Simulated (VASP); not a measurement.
# CuAu in VASP: notebook

The runs below take CuAu through single point, with PBE.

Everything below comes from runs of VASP 6.6.1. Logs are shortened: lines on timing, memory, paths and dates and some standing lists are left out, and cuts for length are marked.

## Step 1: The cell of the first run

The cell holds a sheet with vacuum, 2 atoms: a = 2.811 Å, b = 2.811 Å, c = 16.000 Å, α = 90.00°, β = 90.00°, γ = 90.00°.

## Step 2: Single point, PBE

The input, INCAR:

```
PREC     = Accurate       # precision mode
ENCUT    = 520            # plane-wave cutoff, eV
EDIFF    = 1E-6           # SCF threshold, eV
ISMEAR   = 0              # smearing method
SIGMA    = 0.1            # smearing width, eV
LREAL    = F              # projectors in reciprocal space
LASPH    = T              # aspherical terms in the spheres
NELM     = 80             # most SCF steps
ALGO     = Normal         # electronic algorithm
ISIF     = 2              # what is computed and relaxed
LWAVE    = F              # write WAVECAR
LCHARG   = T              # write CHGCAR
LDIPOL   = T            
IDIPOL   = 3            
DIPOL    = 0.5 0.5 0.500
GGA      = PE             # functional
LELF     = T              # ELF
LVHAR    = T            
LVACPOTAV= T            
NBANDS   = 18             # bands
```

The input, KPOINTS:

```
regular mesh
0
Gamma
  6 6 1
```

The input, POSCAR:

```
CuAu
1.0
    2.8107500000      0.0000000000      0.0000000000
    0.0000000000      2.8107500000      0.0000000000
    0.0000000000      0.0000000000     16.0000000000
Cu Au
1 1
Direct
    0.5000000000      0.5000000000      0.5575781200
    0.0000000000      0.0000000000      0.4424218800
```

Potentials or basis: VASP PAW PBE potentials, release 64 (Cu, Au).

Started as:

```sh
$ cat potpaw_PBE.64/Cu/POTCAR potpaw_PBE.64/Au/POTCAR > POTCAR
$ mpirun -np 1 vasp_std > vasp.out
```

OUTCAR:

```text
PREC = Accurate
   ENCUT = 520
   EDIFF = 1E-6
   ISMEAR = 0
   LREAL = F
   LASPH = T
   NELM = 80
   ISIF = 2
   GGA = PE

 ion  position               nearest neighbor table
   1  0.500  0.500  0.558-   2 2.71   2 2.71   2 2.71   2 2.71
   2  0.000  0.000  0.442-   1 2.71   1 2.71   1 2.71   1 2.71

  LATTYP: Found a simple tetragonal cell.
 ALAT       =     2.8107500000
 C/A-ratio  =     5.6924308459

  Lattice vectors:

 A1 = (   2.8107500000,   0.0000000000,   0.0000000000)
 A2 = (   0.0000000000,   2.8107500000,   0.0000000000)
 A3 = (   0.0000000000,   0.0000000000,  16.0000000000)

Analysis of symmetry for initial positions (statically):
=====================================================================
 Subroutine PRICEL returns:
 Original cell was already a primitive cell.

 Routine SETGRP: Setting up the symmetry group for a
 simple tetragonal supercell.

 Subroutine GETGRP returns: Found  8 space group operations
 (whereof  8 operations were pure point group operations)
 out of a pool of 16 trial point group operations.

The static configuration has the point symmetry C_4v.

Analysis of symmetry for dynamics (positions and initial velocities):
=====================================================================
 Subroutine PRICEL returns:
 Original cell was already a primitive cell.

 Routine SETGRP: Setting up the symmetry group for a
 simple tetragonal supercell.

 Subroutine GETGRP returns: Found  8 space group operations
 (whereof  8 operations were pure point group operations)
 out of a pool of 16 trial point group operations.

The dynamic configuration has the point symmetry C_4v.

 Subroutine INISYM returns: Found  8 space group operations
 (whereof  8 operations are pure point group operations),
 and found     1 'primitive' translations

----------------------------------------------------------------------------------------

                                     Primitive cell

  volume of cell :     126.4050

  direct lattice vectors                    reciprocal lattice vectors
     2.810750000  0.000000000  0.000000000     0.355776928  0.000000000  0.000000000
     0.000000000  2.810750000  0.000000000     0.000000000  0.355776928  0.000000000
     0.000000000  0.000000000 16.000000000     0.000000000  0.000000000  0.062500000

  length of vectors
     2.810750000  2.810750000 16.000000000     0.355776928  0.355776928  0.062500000

  position of ions in fractional coordinates (direct lattice)
     0.500000000  0.500000000  0.557578120
     0.000000000  0.000000000  0.442421880

  ion indices of the primitive-cell ions
   primitive index   ion index
                 1           1
                 2           2

----------------------------------------------------------------------------------------

 KPOINTS: regular mesh

Automatic generation of k-mesh.
 Grid dimensions read from file:
 generate k-points for:    6    6    1

 Generating k-lattice:

  Cartesian coordinates                     Fractional coordinates (reciprocal lattice)
     0.059296155  0.000000000  0.000000000     0.166666667  0.000000000  0.000000000
     0.000000000  0.059296155  0.000000000     0.000000000  0.166666667  0.000000000
     0.000000000  0.000000000  0.062500000     0.000000000  0.000000000  1.000000000

  Length of vectors
     0.059296155  0.059296155  0.062500000

  Shift w.r.t. Gamma in fractional coordinates (k-lattice)
     0.000000000  0.000000000  0.000000000

 Subroutine IBZKPT returns following result:
 ===========================================

 Found     10 irreducible k-points:

 Following reciprocal coordinates:
            Coordinates               Weight
  0.000000  0.000000  0.000000      1.000000
  0.166667  0.000000  0.000000      4.000000
  0.333333  0.000000  0.000000      4.000000
  0.500000  0.000000  0.000000      2.000000
  0.166667  0.166667  0.000000      4.000000
  0.333333  0.166667  0.000000      8.000000
  0.500000  0.166667  0.000000      4.000000
  0.333333  0.333333  0.000000      4.000000
  0.500000  0.333333  0.000000      4.000000
  0.500000  0.500000  0.000000      1.000000
   k-points           NKPTS =     10   k-points in BZ     NKDIM =     10   number of bands    NBANDS=     18
   number of dos      NEDOS =    301   number of ions     NIONS =      2
   total plane-waves  NPLWV =  69120
   dimension x,y,z NGX =    24 NGY =   24 NGZ =  120
   dimension x,y,z NGXF=    48 NGYF=   48 NGZF=  240
   ions per type =               1   1
   NGX,Y,Z   is equivalent  to a cutoff of  14.20, 14.20, 12.47 a.u.
   NGXF,Y,Z  is equivalent  to a cutoff of  28.39, 28.39, 24.94 a.u.
 SYSTEM =  unknown system
   PREC   = accura    normal or accurate (medium, high low for compatibility)
   ISTART =      0    job   : 0-new  1-cont  2-samecut
   ICHARG =      2    charge: 1-file 2-atom 10-const
   ISPIN  =      1    spin polarized calculation?
   LNONCOLLINEAR =      F non collinear calculations
   LSORBIT =      F    spin-orbit coupling
   LASPH  =      T    aspherical Exc in radial PAW
   ENCUT  =  520.0 eV  38.22 Ry    6.18 a.u.   5.23  5.23 29.75*2*pi/ulx,y,z
   NELM   =     80;   NELMIN=  2; NELMDL= -5     # of ELM steps
   EDIFF  = 0.1E-05   stopping-criterion for ELM
   LREAL  =      F    real-space projection
   EDIFFG = 0.1E-04   stopping-criterion for IOM
   NSW    =      0    number of steps for IOM
   IBRION =     -1    ionic relax: 0-MD 1-quasi-New 2-CG
   NFREE  =      0    steps in history (QN), initial steepest desc. (CG)
   ISIF   =      2    stress and relaxation
   ISYM   =      2    0-nonsym 1-usesym 2-fastsym
   POTIM  = 0.5000    time-step for ionic-motion
   TEBEG  =    0.0;   TEEND  =   0.0 temperature during run
   PSTRESS=    0.0 pullay stress
   NELECT =      22.0000    total number of electrons
   NUPDOWN=      -1.0000    fix difference up-down
   EMIN   =  10.00;   EMAX   =-10.00  energy-range for DOS
   EFERMI =   0.00;   METHOD = LEGACY
   ISMEAR =     0;   SIGMA  =   0.10  broadening in eV -4-tet -1-fermi 0-gaus
   EFERMI_NEDOS =   21; number of points for ismear=-14 and -15
   IALGO  =     38    algorithm
   IMIX   =      4    mixing-type and parameters
     AMIX     =   0.40;   BMIX     =  1.00
     AMIX_MAG =   1.60;   BMIX_MAG =  1.00
  volume/ion in A,a.u.               =      63.20       426.51
  Fermi-wavevector in a.u.,A,eV,Ry     =   0.914031  1.727268 11.367023  0.835453
  Thomas-Fermi vector in A             =   2.038611
   LORBIT       =      0    0 simple, 1 ext, 2 COOP (PROOUT), +10 PAW based schemes
   GGA     = PE    functional components
   LHFCALC =     F    Hartree Fock is set to
   AEXX    =    0.0000 exact exchange contribution
   IVDW    =     0    specifies the selected vdW correction
   LEPSILON=     F    determine dielectric tensor
   LRPA    =     F    only Hartree local field effects (RPA)
 non-spin polarized calculation
 Gauss-broadening in eV      SIGMA  =   0.10
  energy-cutoff  :      520.00
  volume of cell :      126.41
 maximum number of plane-waves:      3435
 NGX is ok and might be reduce to    24
   NGX = 11   NGY = 11   NGZ = 59

 dipolmoment           0.000000      0.000000      0.006249 electrons x Angstroem

 number of electron      22.0000008 magnetization

 dipolmoment           0.000000      0.000000     -0.022232 electrons x Angstroem

 Free energy of the ion-electron system (eV)
  ---------------------------------------------------
  ext. energy  EPLUGINS =         0.00000000
  ---------------------------------------------------
  free energy    TOTEN  =        -5.89813434 eV

  energy without entropy =       -5.89805610  energy(sigma->0) =       -5.89809522

 E-fermi :  -1.5181     XC(G=0):  -4.1118

 val. band max:       -1.7284808021   @ k =   0.5000   0.0000   0.0000
 cond. band min:      -1.2903291834   @ k =   0.3333   0.0000   0.0000
 fundamental gap:      0.4381516186
 Fermi energy:        -1.5181423287

 k-point     1 :       0.0000    0.0000    0.0000
  band No.  band energies     occupation
      1      -9.4179      2.00000
      2      -7.5309      2.00000
      3      -6.9640      2.00000
      4      -4.7695      2.00000
      5      -4.7695      2.00000
      6      -4.2752      2.00000
[... 10 lines left out ...]
     17       5.8297      0.00000
     18       8.8822      0.00000

 k-point     2 :       0.1667    0.0000    0.0000
  band No.  band energies     occupation
      1      -8.8316      2.00000
      2      -7.2077      2.00000
      3      -6.5937      2.00000
      4      -5.3587      2.00000
      5      -4.7407      2.00000
      6      -4.3051      2.00000
[... 10 lines left out ...]
     17       6.2828      0.00000
     18       7.1952      0.00000

 k-point     3 :       0.3333    0.0000    0.0000
  band No.  band energies     occupation
      1      -7.8535      2.00000
      2      -6.8916      2.00000
      3      -5.7796      2.00000
      4      -5.0377      2.00000
      5      -4.9814      2.00000
      6      -4.6378      2.00000
[... 10 lines left out ...]
     17       6.1725      0.00000
     18       7.4803      0.00000

 k-point     4 :       0.5000    0.0000    0.0000
  band No.  band energies     occupation
      1      -7.4784      2.00000
      2      -7.0873      2.00000
      3      -5.5326      2.00000
      4      -5.2524      2.00000
      5      -4.6307      2.00000
      6      -4.1332      2.00000
[... 81 lines left out ...]
      4      -5.5238      2.00000
      5      -4.7084      2.00000
      6      -4.1228      2.00000
[... 10 lines left out ...]
     17       7.3350      0.00000
     18       7.9599      0.00000

 k-point     9 :       0.5000    0.3333    0.0000
  band No.  band energies     occupation
      1      -7.2502      2.00000
      2      -6.5744      2.00000
      3      -6.1940      2.00000
      4      -5.4967      2.00000
      5      -4.3973      2.00000
      6      -3.6040      2.00000
[... 10 lines left out ...]
     17       8.0749      0.00000
     18       8.1073      0.00000

 k-point    10 :       0.5000    0.5000    0.0000
  band No.  band energies     occupation
      1      -7.6280      2.00000
      2      -6.4873      2.00000
      3      -6.4873      2.00000
      4      -5.5409      2.00000
      5      -3.5649      2.00000
      6      -3.5280      2.00000
[... 10 lines left out ...]
     17       7.1642      0.00000
     18       8.2268      0.00000

------------------------ aborting loop because EDIFF is reached ----------------------------------------

  FORCE on cell =-STRESS in cart. coord.  units (eV):
  Direction    XX          YY          ZZ          XY          YZ          ZX
  --------------------------------------------------------------------------------------
  -------------------------------------------------------------------------------------
  Total       -1.9283090     -1.9283090     -0.4272143      0.0000000      0.0000000      0.0000000
  in kB      -24.4412146    -24.4412146     -5.4149183      0.0000000      0.0000000      0.0000000
  external PRESSURE =     -18.0991159 kB  Pullay stress =       0.0000000 kB

 VOLUME and BASIS-vectors are now :
 -----------------------------------------------------------------------------
  energy-cutoff  :      520.00
  volume of cell :      126.41
      direct lattice vectors                 reciprocal lattice vectors
     2.810750000  0.000000000  0.000000000     0.355776928  0.000000000  0.000000000
     0.000000000  2.810750000  0.000000000     0.000000000  0.355776928  0.000000000
     0.000000000  0.000000000 16.000000000     0.000000000  0.000000000  0.062500000

 POSITION                                       TOTAL-FORCE (eV/Angst)
 -----------------------------------------------------------------------------------
      1.40538      1.40538      8.92125         0.000000      0.000000     -0.220148
      0.00000      0.00000      7.07875         0.000000      0.000000      0.220148
 -----------------------------------------------------------------------------------
    total drift:                                0.000000     -0.000000      0.000631

  FREE ENERGIE OF THE ION-ELECTRON SYSTEM (eV)
  ---------------------------------------------------
  free  energy   TOTEN  =        -5.8981343416 eV

  energy  without entropy=       -5.8980560976  energy(sigma->0) =       -5.89809522

 vacuum level on the upper side and lower side of the slab         2.874         3.382
```

It took 14 s on 1 thread of Intel Xeon 6975P-C (Granite Rapids), shared host; peak memory 0.24 GiB.

What came out:

```yaml
Free_energy: -5.8981 eV
Largest_force: 0.220 eV/Å
Band_gap_on_the_k_mesh: zero (band 11 reaches 1.59 eV, above the bottom of band 12 at -3.07 eV)
```

Forces on the atoms (eV/Å):
```
Cu   0.000  0.000 -0.220
Au   0.000  0.000  0.220
```

Levels at points of the mesh, in eV from the Fermi level:
| k point | band 9 | band 10 | band 11 | band 12 | band 13 | band 14 |
| --- | --- | --- | --- | --- | --- | --- |
| (0.00, 0.00, 0.00) | -1.68 | -1.60 | -1.60 | -1.55 | 1.37 | 4.35 |
| (0.50, 0.00, 0.00) | -1.70 | -1.61 | -0.21 | 0.25 | 2.92 | 2.93 |
| (0.50, 0.50, 0.00) | -1.35 | -1.30 | 3.11 | 3.11 | 5.99 | 6.18 |

Caveat: the k points lie up to 0.37 Å⁻¹ apart; spin-orbit coupling is left out, which moves the levels of the heavy elements.

## Step 3: Single point, PBE

The input, INCAR:

```
SYSTEM = CuAu
  ALGO = Normal
  DIPOL = 0.5 0.5 0.500
  EDIFF = 1E-6
  ENCUT = 520
  GGA = PE
  IDIPOL = 3
  ISIF = 2
  ISMEAR = 0
  LASPH = .TRUE.
  LCHARG = .FALSE.
  LDIPOL = .TRUE.
  LREAL = .FALSE.
  LWAVE = .FALSE.
  NBANDS = 18
  NELM = 100
  PREC = Accurate
  SIGMA = 0.1
```

The input, KPOINTS:

```
k-points
0
G
  6 6 1
  0 0 0
```

POSCAR is that of step 2.

Potentials or basis: VASP PAW PBE potentials, release 64 (Cu, Au).

Started as:

```sh
$ cat potpaw_PBE.64/Cu/POTCAR potpaw_PBE.64/Au/POTCAR > POTCAR
$ mpirun -np 1 vasp_std > vasp.out
```

It took 13 s on 1 thread of Intel Xeon 6975P-C (Granite Rapids), shared host; peak memory 0.25 GiB.

It converged, with:

```
Free energy            : -5.8981 eV
Largest force          : 0.220 eV/Å
Band gap on the k mesh : zero (band 11 reaches 1.59 eV, above the bottom of band 12 at -3.07 eV)
```

Forces on the atoms (eV/Å):
```
Cu   0.000  0.000 -0.220
Au   0.000  0.000  0.220
```

Levels at points of the mesh, in eV from the Fermi level:
```csv
k point,band 9,band 10,band 11,band 12,band 13,band 14
"(0.00, 0.00, 0.00)",-1.68,-1.60,-1.60,-1.55,1.37,4.35
"(0.50, 0.00, 0.00)",-1.70,-1.61,-0.21,0.25,2.92,2.93
"(0.50, 0.50, 0.00)",-1.35,-1.30,3.11,3.11,5.99,6.18
```

Caveat: the k points lie up to 0.37 Å⁻¹ apart; spin-orbit coupling is left out, which moves the levels of the heavy elements.
